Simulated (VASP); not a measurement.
A run of VASP 6.6.1:

INCAR

```
SYSTEM = Si
ALGO = Normal
EDIFF = 1E-7
ENCUT = 520
GGA = CA
ISIF = 2
ISMEAR = 0
LASPH = .TRUE.
LCHARG = .TRUE.
LELF = .TRUE.
LREAL = .FALSE.
LVHAR = .TRUE.
LWAVE = .FALSE.
NBANDS = 16
NELM = 60
PREC = Accurate
SIGMA = 0.03
```

The input KPOINTS:

```
k-points
0
G
  12 12 6
  0 0 0
```

The input POSCAR:

```
Si
1.0
    3.9087888130      0.0000000000      0.0000000000
   -1.9543944065      3.3851104101      0.0000000000
    0.0000000000      0.0000000000      5.9487856945
Si
4
Direct
    0.3333333333      0.6666666667      0.0868883759
    0.6666666667      0.3333333333      0.5868883759
    0.3333333333      0.6666666667      0.4131116241
    0.6666666667      0.3333333333      0.9131116241
```

Potentials or basis: VASP PAW LDA potentials, release 64 (Si).

Run with:

```bash
$ cat potpaw_LDA.64/Si/POTCAR > POTCAR
$ mpirun -np 1 vasp_std > vasp.out
```

Hardware: 1 thread of Intel(R) Xeon(R) Platinum 8488C (Sapphire Rapids) (shared host).

Question: Estimate the wall time of this run.

Answer: Wall time 68 s on 1 thread of Intel(R) Xeon(R) Platinum 8488C (Sapphire Rapids) (shared host), peak memory 0.2 GiB. Counts: scf iterations 14, k points 76.
